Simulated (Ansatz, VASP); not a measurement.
## P: VASP beside Ansatz

```
P
1.0
    -2.43474    0.00000   -0.00524
     0.00000   -2.43463    0.00000
    -1.23717    0.00000    9.58327
P
4
Direct
  0.56250 0.00000 0.87500
  0.81250 0.00000 0.37500
  0.93750 0.00000 0.12500
  0.68750 0.00000 0.62500
```

Alike in both runs: task single point; functional PBEsol; k mesh 24 × 24 × 6; occupations gaussian, width 0.15 eV; no spin polarisation.

```csv
,VASP,Ansatz
version,VASP 6.6.1,Ansatz 0.2.0
potentials or method,"VASP PAW PBE potentials, release 64 (P), cutoff 520 eV","scalar-relativistic, plane waves, PAW"
valence electrons in the cell,20,20
```

|  | VASP | Ansatz | Ansatz less VASP |
| --- | --- | --- | --- |
| gap on the k mesh at the Fermi level (eV) | none | none | - |
| pressure (GPa) | 1.1 | 1.0 | -0.11 |
| traceless stress, the component that is largest in VASP (GPa) | 2.67 | 2.68 | +0.008 |
| rms of the force components (eV/Å) | 0.241 | 0.237 | -0.0035 |

VASP's potentials were made for PBE, not for PBEsol. Atom by atom the forces differ by 0.003 eV/Å (rms over components). A gap of «none» marks a metal or a gap that the smearing closes. The functional is the same, so the differences come from potentials, cutoffs and numerics.
